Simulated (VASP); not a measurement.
Input of a VASP 6.6.1 run:

Contents of INCAR:

```
SYSTEM = Be2H3
ALGO = Normal
EDIFF = 1E-7
ENCUT = 520
GGA = PE
ISIF = 2
ISMEAR = 0
LASPH = .True.
LCHARG = .True.
LELF = .True.
LREAL = .False.
LVHAR = .True.
LWAVE = .False.
NBANDS = 18
NELM = 60
PREC = Accurate
SIGMA = 0.1
```

The input KPOINTS:

```
k-points
0
Gamma
  6 6 6
  0 0 0
```

Contents of POSCAR:

```
Be2H3
1.0
    0.0000000000      2.7089368900      2.7089368900
    2.7089368900      0.0000000000      2.7089368900
    2.7089368900      2.7089368900      0.0000000000
Be H
4 6
Direct
    0.1250000000      0.1250000000      0.1250000000
    0.1250000000      0.1250000000      0.6250000000
    0.1250000000      0.6250000000      0.1250000000
    0.6250000000      0.1250000000      0.1250000000
    0.6250000000      0.6250000000      0.6250000000
    0.6250000000      0.6250000000      0.1250000000
    0.6250000000      0.1250000000      0.6250000000
    0.1250000000      0.6250000000      0.6250000000
    0.7500000000      0.7500000000      0.7500000000
    0.5000000000      0.5000000000      0.5000000000
```

Potentials or basis: VASP PAW PBE potentials, release 64 (Be, H).

Launch:

```console
$ cat potpaw_PBE.64/Be/POTCAR potpaw_PBE.64/H/POTCAR > POTCAR
$ mpirun -np 1 vasp_std > vasp.out
```

(1) Predict the band gap on the k mesh.

(2) Predict the pressure.

Results:

(1) zero (band 7 reaches 11.02 eV, above the bottom of band 8 at 5.17 eV).

(2) 58.7 GPa.
